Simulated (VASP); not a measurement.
Input of a VASP 6.6.1 run:

Contents of INCAR:

```
SYSTEM = Tl
PREC = Accurate
ENCUT = 520
EDIFF = 1E-6
ISMEAR = 0
SIGMA = 0.15
LREAL = .FALSE.
LASPH = .TRUE.
NELM = 100
ALGO = Fast
ISIF = 2
LWAVE = .FALSE.
LCHARG = .FALSE.
GGA = PS
NBANDS = 12
```

File KPOINTS:

```
Automatic mesh
0
G
  18 18 18
  0 0 0
```

The input POSCAR:

```
Tl
1.0
   -1.9410000000      1.9410000000      1.9118850000
    1.9410000000     -1.9410000000      1.9118850000
    1.9410000000      1.9410000000     -1.9118850000
Tl
1
Direct
    0.0000000000      0.0000000000      0.0000000000
```

Potentials or basis: VASP PAW PBE potentials, release 64 (Tl_d).

Run with:

```bash
$ cat potpaw_PBE.64/Tl_d/POTCAR > POTCAR
$ mpirun -np 1 vasp_std > vasp.out
```

Question: Predict the pressure.

Answer: -0.4 GPa.

Question: Estimate the band gap on the k mesh.

Answer: Zero (an odd number of electrons rules out a gap without spin polarisation).

Stress tensor (GPa, compression positive):
```
-0.41  0.00  0.00
 0.00 -0.41  0.00
 0.00  0.00 -0.31
```

Caveat: the cell differs from its parent crystal (strain +0.000 along x and y, -0.015 along z); the PAW data sets were made with another functional, which shifts forces and pressure a little; spin-orbit coupling is left out, which moves the levels of the heavy elements.
